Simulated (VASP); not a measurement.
Write the native input for VASP 6.6.1 that does the following.

* Task: single point
* Functional: PBE
* Potentials or basis: VASP PAW PBE potentials, release 64 (Mg, Sn_d, N)
* Cutoff: 520 eV
* k mesh: 4 × 4 × 4
* Occupations: gaussian, width 0.1 eV
* Spin: no spin polarisation
* Dipole correction: no
* Further INCAR settings: ALGO = Normal; EDIFF = 1e-06; NBANDS = 40

The structure of MgSn4N lies in POSCAR:

```
MgSn4N
1.0
    5.5752315293      0.0000000000      0.0000000000
    0.0000000000      5.5752315293      0.0000000000
    0.0000000000      0.0000000000      5.5752315293
Mg Sn N
1 4 1
Direct
    0.5000000000      0.5000000000      0.5000000000
    0.2215661653      0.2215661653      0.2215661653
    0.2215661653      0.7784338347      0.7784338347
    0.7784338347      0.7784338347      0.2215661653
    0.7784338347      0.2215661653      0.7784338347
    0.0000000000      0.0000000000      0.0000000000
```

The cell was built from a structure type or drawn by symmetry, and may not be a known phase.

The input as run:

INCAR

```
SYSTEM = MgSn4N
PREC = Accurate
ENCUT = 520
EDIFF = 1E-6
ISMEAR = 0
SIGMA = 0.1
LREAL = .FALSE.
LASPH = .TRUE.
NELM = 60
ALGO = Normal
ISIF = 2
LWAVE = .FALSE.
LCHARG = .FALSE.
GGA = PE
NBANDS = 40
```

KPOINTS

```
regular mesh
0
G
  4 4 4
  0 0 0
```

Potentials or basis: VASP PAW PBE potentials, release 64 (Mg, Sn_d, N).

Command:

```bash
$ cat potpaw_PBE.64/Mg/POTCAR potpaw_PBE.64/Sn_d/POTCAR potpaw_PBE.64/N/POTCAR > POTCAR
$ mpirun -np 1 vasp_std > vasp.out
```

It gave:

```
Pressure               : 0.0 GPa
Largest force          : 0.035 eV/Å
Band gap on the k mesh : zero (an odd number of electrons rules out a gap without spin polarisation)
```

Caveat: spin-orbit coupling is left out, which moves the levels of the heavy elements.

Wall time 40 s on 1 thread of AMD EPYC 9R45 96-Core Processor (Zen 5), with other jobs on the host, peak memory 0.25 GiB.
